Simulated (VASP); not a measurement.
**SrCa3: relaxation of volume and atoms at fixed shape with LDA**

Crystal: SrCa3.

```
Sr Ca
1.0
     5.71677    0.00000    0.00000
     0.00000    5.71677    0.00000
     0.00000    0.00000    5.71677
Sr Ca
1 3
Direct
  0.00000 0.00000 0.00000
  0.00000 0.50000 0.50000
  0.50000 0.00000 0.50000
  0.50000 0.50000 0.00000
```

```
Program                : VASP 6.6.1
Task                   : relaxation of volume and atoms at fixed shape
Functional             : LDA
Potentials or basis    : VASP PAW LDA potentials, release 64 (Sr_sv, Ca_sv)
Cutoff                 : 600 eV
k mesh                 : 4 × 4 × 4
Occupations            : gaussian, width 0.1 eV
Spin                   : no spin polarisation
Dipole correction      : no
Further INCAR settings : ALGO = Normal; EDIFF = 1e-06; IBRION = 2; EDIFFG = -0.01; NSW = 80; ISIF = 8
```

```yaml
Relaxed_volume: 40.56 Å³/atom
Relaxed_cell: a = 5.454 Å, b = 5.454 Å, c = 5.454 Å, α = 90.00°, β = 90.00°, γ = 90.00°
Space_group_after_relaxing_to_0.1_Å: Pm-3m (No. 221)
Energy_gained_by_relaxing: 40.4 meV/atom
Ionic_steps: 4
Pressure_after_relaxing: 0.0 GPa
Band_gap_on_the_k_mesh: zero (bands 20 and 21 overlap by 0.33 eV)
```

Step by step:
```
step  energy change (eV)  largest force (eV/Å)  pressure (GPa)  volume (Å³)
   1              0.0000                0.0000           -1.91       186.83
   2             -0.1319                0.0000           -0.92       172.18
   3             -0.1612                0.0000           -0.11       163.31
   4             -0.1615                0.0000            0.01       162.24
```

Final structure:
```xyz
4
Lattice="5.4540 0.0000 0.0000 0.0000 5.4540 0.0000 0.0000 0.0000 5.4540" Properties=species:S:1:pos:R:3 pbc="T T T"
Sr    0.0000    0.0000    0.0000
Ca    0.0000    2.7270    2.7270
Ca    2.7270    0.0000    2.7270
Ca    2.7270    2.7270    0.0000
```

Levels at points of the mesh, in eV from the Fermi level:
```csv
k point,band 18,band 19,band 20,band 21,band 22,band 23
"(0.00, 0.00, 0.00)",-0.73,-0.73,-0.44,0.39,0.39,0.39
"(0.50, 0.00, 0.00)",-2.62,-0.03,0.23,0.59,0.59,0.86
"(0.50, 0.50, 0.00)",-1.37,-1.37,-1.36,0.86,0.86,0.89
"(0.50, 0.50, 0.50)",-1.20,-1.20,-0.82,-0.09,0.20,0.20
```

Run time: 87 s on 1 thread of Intel(R) Xeon(R) Platinum 8488C (Sapphire Rapids), with other jobs on the host, peak memory 0.3 GiB.
